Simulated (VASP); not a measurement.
# Sn4As (Fmm2) in VASP: single point with PBE

Aim: the single point of Sn4As with PBE.

All numbers are computed with VASP 6.6.1; they aren't measurements. Logs are shortened: lines on timing, memory, paths and dates and some standing lists are left out, and cuts for length are marked.

### Step 1. The cell of the first run

It takes space group Fmm2 (No. 42, orthorhombic). The conventional cell has a = 9.658 Å, b = 9.987 Å, c = 6.242 Å, α = 90.00°, β = 90.00°, γ = 90.00°. Sn (site symmetry m) has 2 As at 2.86 to 3.45 Å and 4 Sn at 3.01 to 3.19 Å within 3.8 Å. Sn (site symmetry m) has 2 As at 2.87 to 3.14 Å and 4 Sn at 3.01 to 3.20 Å within 3.8 Å. As (site symmetry mm2) has 8 Sn at 2.86 to 3.45 Å within 3.8 Å.

### Step 2. Single point, PBE

INCAR

```
  PREC = Accurate
  ENCUT = 520
  EDIFF = 1E-7
  ISMEAR = 0
  SIGMA = 0.1
  LREAL = False
  LASPH = True
  NELM = 80
  ALGO = Normal
  ISIF = 2
  LWAVE = False
  LCHARG = False
  GGA = PE
  NBANDS = 38
```

KPOINTS

```
Automatic mesh
0
Gamma
  4 4 4
```

POSCAR

```
Sn4As
1.0
    0.0000000000      4.9933814958      3.1208062117
    4.8292072057      0.0000000000      3.1208062117
    4.8292072057      4.9933814958      0.0000000000
Sn As
4 1
Direct
    0.9105990217      0.4766794373      0.5233205627
    0.4766794373      0.9105990217      0.0894009783
    0.5308539822      0.9575184415      0.4691460178
    0.9575184415      0.5308539822      0.0424815585
    0.1242690498      0.1242690498      0.8757309502
```

Potentials or basis: VASP PAW PBE potentials, release 64 (Sn_d, As).

Run with:

```console
$ cat potpaw_PBE.64/Sn_d/POTCAR potpaw_PBE.64/As/POTCAR > POTCAR
$ mpirun -np 1 vasp_std > vasp.out
```

OUTCAR:

```text
PREC = Accurate
   ENCUT = 520
   EDIFF = 1E-7
   ISMEAR = 0
   LREAL = False
   LASPH = True
   NELM = 80
   ISIF = 2
   GGA = PE

 ion  position               nearest neighbor table
   1  0.911  0.477  0.523-   5 2.86   4 3.01   3 3.01   2 3.19   2 3.19
   2  0.477  0.911  0.089-   5 2.86   4 3.01   3 3.01   1 3.19   1 3.19
   3  0.531  0.958  0.469-   5 2.87   2 3.01   1 3.01   5 3.14   4 3.20   4 3.20
   4  0.958  0.531  0.042-   5 2.87   2 3.01   1 3.01   5 3.14   3 3.20   3 3.20
   5  0.124  0.124  0.876-   1 2.86   2 2.86   3 2.87   4 2.87   4 3.14   3 3.14

  LATTYP: Found a face centered orthorhombic cell.
 ALAT       =     6.2416124234
 B/A-ratio  =     1.5474229664
 C/A-ratio  =     1.6000293376

  Lattice vectors:

 A1 = (   4.8292072057,   4.9933814958,   0.0000000000)
 A2 = (   0.0000000000,   4.9933814958,   3.1208062117)
 A3 = (   4.8292072057,   0.0000000000,   3.1208062117)

Analysis of symmetry for initial positions (statically):
=====================================================================
 Subroutine PRICEL returns:
 Original cell was already a primitive cell.

 Routine SETGRP: Setting up the symmetry group for a
 face centered orthorhombic supercell.

 Subroutine GETGRP returns: Found  4 space group operations
 (whereof  4 operations were pure point group operations)
 out of a pool of  8 trial point group operations.

The static configuration has the point symmetry C_2v.

Analysis of symmetry for dynamics (positions and initial velocities):
=====================================================================
 Subroutine PRICEL returns:
 Original cell was already a primitive cell.

 Routine SETGRP: Setting up the symmetry group for a
 face centered orthorhombic supercell.

 Subroutine GETGRP returns: Found  4 space group operations
 (whereof  4 operations were pure point group operations)
 out of a pool of  8 trial point group operations.

The dynamic configuration has the point symmetry C_2v.

 Subroutine INISYM returns: Found  4 space group operations
 (whereof  4 operations are pure point group operations),
 and found     1 'primitive' translations

----------------------------------------------------------------------------------------

                                     Primitive cell

  volume of cell :     150.5107

  direct lattice vectors                    reciprocal lattice vectors
     0.000000000  4.993381496  3.120806212    -0.103536663  0.100132546  0.160215011
     4.829207206  0.000000000  3.120806212     0.103536663 -0.100132546  0.160215011
     4.829207206  4.993381496  0.000000000     0.103536663  0.100132546 -0.160215011

  length of vectors
     5.888403024  5.749841184  6.946589163     0.215441911  0.215441911  0.215441911

  position of ions in fractional coordinates (direct lattice)
     0.910599022  0.476679437  0.523320563
     0.476679437  0.910599022  0.089400978
     0.530853982  0.957518441  0.469146018
     0.957518441  0.530853982  0.042481559
     0.124269050  0.124269050  0.875730950

  ion indices of the primitive-cell ions
   primitive index   ion index
                 1           1
                 2           2
                 3           3
                 4           4
                 5           5

----------------------------------------------------------------------------------------

 KPOINTS: Automatic mesh

Automatic generation of k-mesh.
 Grid dimensions read from file:
 generate k-points for:    4    4    4

 Generating k-lattice:

  Cartesian coordinates                     Fractional coordinates (reciprocal lattice)
    -0.025884166  0.025033136  0.040053753     0.250000000  0.000000000  0.000000000
     0.025884166 -0.025033136  0.040053753     0.000000000  0.250000000  0.000000000
     0.025884166  0.025033136 -0.040053753     0.000000000  0.000000000  0.250000000

  Length of vectors
     0.053860478  0.053860478  0.053860478

  Shift w.r.t. Gamma in fractional coordinates (k-lattice)
     0.000000000  0.000000000  0.000000000

 Subroutine IBZKPT returns following result:
 ===========================================

 Found     18 irreducible k-points:

 Following reciprocal coordinates:
            Coordinates               Weight
  0.000000  0.000000  0.000000      1.000000
  0.250000  0.000000  0.000000      8.000000
  0.500000  0.000000  0.000000      4.000000
  0.250000  0.250000  0.000000      2.000000
  0.500000  0.250000  0.000000      8.000000
 -0.250000  0.250000 -0.000000      4.000000
[... 10 lines left out ...]
 -0.250000  0.250000  0.500000      2.000000
  0.000000  0.500000  0.500000      1.000000
   k-points           NKPTS =     18   k-points in BZ     NKDIM =     18   number of bands    NBANDS=     38
   number of dos      NEDOS =    301   number of ions     NIONS =      5
   total plane-waves  NPLWV = 124416
   dimension x,y,z NGX =    48 NGY =   48 NGZ =   54
   dimension x,y,z NGXF=    96 NGYF=   96 NGZF=  108
   ions per type =               4   1
   NGX,Y,Z   is equivalent  to a cutoff of  13.55, 13.88, 12.92 a.u.
   NGXF,Y,Z  is equivalent  to a cutoff of  27.10, 27.76, 25.85 a.u.
 SYSTEM =  unknown system
   PREC   = accura    normal or accurate (medium, high low for compatibility)
   ISTART =      0    job   : 0-new  1-cont  2-samecut
   ICHARG =      2    charge: 1-file 2-atom 10-const
   ISPIN  =      1    spin polarized calculation?
   LNONCOLLINEAR =      F non collinear calculations
   LSORBIT =      F    spin-orbit coupling
   LASPH  =      T    aspherical Exc in radial PAW
   ENCUT  =  520.0 eV  38.22 Ry    6.18 a.u.  10.95 10.69 12.92*2*pi/ulx,y,z
   NELM   =     80;   NELMIN=  2; NELMDL= -5     # of ELM steps
   EDIFF  = 0.1E-06   stopping-criterion for ELM
   LREAL  =      F    real-space projection
   EDIFFG = 0.1E-05   stopping-criterion for IOM
   NSW    =      0    number of steps for IOM
   IBRION =     -1    ionic relax: 0-MD 1-quasi-New 2-CG
   NFREE  =      0    steps in history (QN), initial steepest desc. (CG)
   ISIF   =      2    stress and relaxation
   ISYM   =      2    0-nonsym 1-usesym 2-fastsym
   POTIM  = 0.5000    time-step for ionic-motion
   TEBEG  =    0.0;   TEEND  =   0.0 temperature during run
   PSTRESS=    0.0 pullay stress
   NELECT =      61.0000    total number of electrons
   NUPDOWN=      -1.0000    fix difference up-down
   EMIN   =  10.00;   EMAX   =-10.00  energy-range for DOS
   EFERMI =   0.00;   METHOD = LEGACY
   ISMEAR =     0;   SIGMA  =   0.10  broadening in eV -4-tet -1-fermi 0-gaus
   EFERMI_NEDOS =   21; number of points for ismear=-14 and -15
   IALGO  =     38    algorithm
   IMIX   =      4    mixing-type and parameters
     AMIX     =   0.40;   BMIX     =  1.00
     AMIX_MAG =   1.60;   BMIX_MAG =  1.00
  volume/ion in A,a.u.               =      30.10       203.14
  Fermi-wavevector in a.u.,A,eV,Ry     =   1.211516  2.289432 19.970221  1.467770
  Thomas-Fermi vector in A             =   2.347029
   LORBIT       =      0    0 simple, 1 ext, 2 COOP (PROOUT), +10 PAW based schemes
   GGA     = PE    functional components
   LHFCALC =     F    Hartree Fock is set to
   AEXX    =    0.0000 exact exchange contribution
   IVDW    =     0    specifies the selected vdW correction
   LEPSILON=     F    determine dielectric tensor
   LRPA    =     F    only Hartree local field effects (RPA)
 non-spin polarized calculation
 Gauss-broadening in eV      SIGMA  =   0.10
  energy-cutoff  :      520.00
  volume of cell :      150.51
 maximum number of plane-waves:      4076
 NGX is ok and might be reduce to    48
   NGX = 21   NGY = 21   NGZ = 25

 number of electron      60.9999997 magnetization

 Free energy of the ion-electron system (eV)
  ---------------------------------------------------
  ext. energy  EPLUGINS =         0.00000000
  ---------------------------------------------------
  free energy    TOTEN  =       -19.25204997 eV

  energy without entropy =      -19.23869977  energy(sigma->0) =      -19.24537487

 E-fermi :   5.8510     XC(G=0):  -9.4708

 val. band max:        5.8080414046   @ k =  -0.2500   0.2500   0.2500
 cond. band min:       5.9899211413   @ k =   0.5000   0.5000   0.0000
 fundamental gap:      0.1818797367
 Fermi energy:         5.8510187450

 k-point     1 :       0.0000    0.0000    0.0000
  band No.  band energies     occupation
      1     -15.6387      2.00000
      2     -15.6276      2.00000
      3     -15.5682      2.00000
      4     -15.5397      2.00000
      5     -15.5395      2.00000
      6     -15.5383      2.00000
[... 30 lines left out ...]
     37      11.0982      0.00000
     38      11.6266      0.00000

 k-point     2 :       0.2500    0.0000    0.0000
  band No.  band energies     occupation
      1     -15.6325      2.00000
      2     -15.6145      2.00000
      3     -15.5587      2.00000
      4     -15.5553      2.00000
      5     -15.5480      2.00000
      6     -15.5245      2.00000
[... 30 lines left out ...]
     37      10.2899      0.00000
     38      10.6121      0.00000

 k-point     3 :       0.5000    0.0000    0.0000
  band No.  band energies     occupation
      1     -15.6253      2.00000
      2     -15.5879      2.00000
      3     -15.5698      2.00000
      4     -15.5625      2.00000
      5     -15.5433      2.00000
      6     -15.5159      2.00000
[... 30 lines left out ...]
     37       9.9280      0.00000
     38      10.1605      0.00000

 k-point     4 :       0.2500    0.2500    0.0000
  band No.  band energies     occupation
      1     -15.6343      2.00000
      2     -15.5859      2.00000
      3     -15.5853      2.00000
      4     -15.5774      2.00000
      5     -15.5448      2.00000
      6     -15.4998      2.00000
[... 30 lines left out ...]
     37      10.9225      0.00000
     38      11.0782      0.00000
[... 457 lines left out ...]
      4     -15.5401      2.00000
      5     -15.5380      2.00000
      6     -15.5177      2.00000
[... 30 lines left out ...]
     37      10.9506      0.00000
     38      11.0563      0.00000

 k-point    17 :      -0.2500    0.2500    0.5000
  band No.  band energies     occupation
      1     -15.6146      2.00000
      2     -15.5749      2.00000
      3     -15.5636      2.00000
      4     -15.5576      2.00000
      5     -15.5458      2.00000
      6     -15.5161      2.00000
[... 30 lines left out ...]
     37       9.9683      0.00000
     38      10.1031      0.00000

 k-point    18 :       0.0000    0.5000    0.5000
  band No.  band energies     occupation
      1     -15.6173      2.00000
      2     -15.6164      2.00000
      3     -15.5852      2.00000
      4     -15.5418      2.00000
      5     -15.5333      2.00000
      6     -15.5100      2.00000
[... 30 lines left out ...]
     37      11.1515      0.00000
     38      11.2964      0.00000

------------------------ aborting loop because EDIFF is reached ----------------------------------------

  FORCE on cell =-STRESS in cart. coord.  units (eV):
  Direction    XX          YY          ZZ          XY          YZ          ZX
  --------------------------------------------------------------------------------------
  -------------------------------------------------------------------------------------
  Total        0.3645051      0.0820531     -0.2541472      0.0000000      0.0000000      0.0000000
  in kB        3.8801343      0.8734508     -2.7053818      0.0000000      0.0000000      0.0000000
  external PRESSURE =       0.6827344 kB  Pullay stress =       0.0000000 kB

 VOLUME and BASIS-vectors are now :
 -----------------------------------------------------------------------------
  energy-cutoff  :      520.00
  volume of cell :      150.51
      direct lattice vectors                 reciprocal lattice vectors
     0.000000000  4.993381496  3.120806212    -0.103536663  0.100132546  0.160215011
     4.829207206  0.000000000  3.120806212     0.103536663 -0.100132546  0.160215011
     4.829207206  4.993381496  0.000000000     0.103536663  0.100132546 -0.160215011

 POSITION                                       TOTAL-FORCE (eV/Angst)
 -----------------------------------------------------------------------------------
      4.82921      7.16011      4.32943         0.000000      0.001566     -0.054820
      4.82921      2.82666      4.32943         0.000000     -0.001566     -0.054820
      6.88966      4.99338      4.64492         0.015334      0.000000     -0.083325
      2.76876      4.99338      4.64492        -0.015334      0.000000     -0.083325
      4.82921      4.99338      0.77564         0.000000      0.000000      0.276289
 -----------------------------------------------------------------------------------
    total drift:                                0.000030      0.000027      0.000203

  FREE ENERGIE OF THE ION-ELECTRON SYSTEM (eV)
  ---------------------------------------------------
  free  energy   TOTEN  =       -19.2520499733 eV

  energy  without entropy=      -19.2386997668  energy(sigma->0) =      -19.24537487
```

Wall time 4.1 min (1 thread of Oxide Virtual Turin-like, shared host); peak memory 0.34 GiB.

What came out:

| Quantity | Value |
| --- | --- |
| Free energy | -19.2520 eV |
| Pressure | 0.1 GPa |
| Largest force | 0.276 eV/Å |
| Band gap on the k mesh | zero (an odd number of electrons rules out a gap without spin polarisation) |

Forces on the atoms (eV/Å):
```
Sn   0.000  0.002 -0.055
Sn   0.000 -0.002 -0.055
Sn   0.015  0.000 -0.083
Sn  -0.015  0.000 -0.083
As   0.000  0.000  0.276
```

Caveat: spin-orbit coupling is left out, which moves the levels of the heavy elements.

The gap in the log of VASP goes by the Fermi energy; the results here count the filled bands.